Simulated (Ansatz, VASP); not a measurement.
## Two plane-wave programs on GeCl5

```
Ge Cl
1.0
     4.70906    0.00000    0.00000
     0.00000    4.70906    0.00000
     0.00000    0.00000    6.92018
Ge Cl
1 5
Direct
  0.50000 0.50000 0.00000
  0.00000 0.50000 0.20582
  0.50000 0.00000 0.20582
  0.00000 0.50000 0.79418
  0.50000 0.00000 0.79418
  0.00000 0.00000 0.50000
```

Alike in both runs: task relaxation of cell and atoms; functional PBE; k mesh 4 × 4 × 4; occupations gaussian, width 0.1 eV; no spin polarisation.

|  | VASP | Ansatz |
| --- | --- | --- |
| version | VASP 6.6.1 | Ansatz 0.2.0 |
| potentials or method | VASP PAW PBE potentials, release 64 (Ge_d, Cl), cutoff 600 eV | scalar-relativistic, plane waves, PAW |
| valence electrons in the cell | 49 | 49 |

|  | VASP | Ansatz | Ansatz less VASP |
| --- | --- | --- | --- |
| gap on the k mesh at the Fermi level, each at its own relaxed structure (eV) | none | none | - |
| relaxed volume (Å³/atom) | 27.76 | 27.71 | -0.050 |
| relaxed length of the cell vector where the two differ most in proportion (Å) | 6.879 | 6.834 | -0.0450 |

A gap of «none» marks a metal or a gap that the smearing closes.
